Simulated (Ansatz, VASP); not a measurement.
# Two plane-wave programs on Ga3Se

The input INCAR:

```
PREC = Accurate
ENCUT = 520
EDIFF = 1E-7
ISMEAR = 0
SIGMA = 0.1
LREAL = False
LASPH = True
NELM = 100
ALGO = Normal
ISIF = 2
LWAVE = False
LCHARG = False
GGA = PS
NBANDS = 30
```

File KPOINTS:

```
regular mesh
0
Gamma
  10 10 10
```

Contents of POSCAR:

```
Ga3Se
1.0
    4.4324650000      0.0000000000      0.0000000000
    0.0000000000      4.4324650000      0.0000000000
    0.0000000000      0.0000000000      4.4324650000
Ga Se
3 1
Direct
    0.0000000000      0.5000000000      0.5000000000
    0.5000000000      0.0000000000      0.5000000000
    0.5000000000      0.5000000000      0.0000000000
    0.0000000000      0.0000000000      0.0000000000
```

Input for Ansatz:

```yaml
crystal:
  lattice:
    - [4.432465, 0.0, 0.0]
    - [0.0, 4.432465, 0.0]
    - [0.0, 0.0, 4.432465]
  atoms:
    - { symbol: Ga, position: [0.0, 0.5, 0.5] }
    - { symbol: Ga, position: [0.5, 0.0, 0.5] }
    - { symbol: Ga, position: [0.5, 0.5, 0.0] }
    - { symbol: Se, position: [0.0, 0.0, 0.0] }
basis:
  ecutwfc: 850
kpoints:
  mp_grid: { grid: [10, 10, 10] }
hamiltonian:
  xc: pbesol
scf:
  occupations: { method: gaussian, width: 0.1 }
output:
  forces: true
  stress: true
  eigenvalues: true
```

Alike in both runs: task single point; functional PBEsol; k mesh 10 × 10 × 10; occupations gaussian, width 0.1 eV; no spin polarisation.

|  | VASP | Ansatz |
| --- | --- | --- |
| version | VASP 6.6.1 | Ansatz 0.2.0 |
| potentials or method | VASP PAW PBE potentials, release 64 (Ga_d, Se), cutoff 520 eV | scalar-relativistic, plane waves, PAW |
| valence electrons in the cell | 45 | 55 |

|  | VASP | Ansatz | Ansatz less VASP |
| --- | --- | --- | --- |
| gap on the k mesh at the Fermi level (eV) | none | none | - |
| pressure (GPa) | -3.6 | -3.7 | -0.05 |

VASP's potentials were made for PBE, not for PBEsol. A gap of «none» marks a metal or a gap that the smearing closes. VASP's potentials hold 45 valence electrons a cell and Ansatz's 55, so a difference there can come from the potentials and not from the codes.
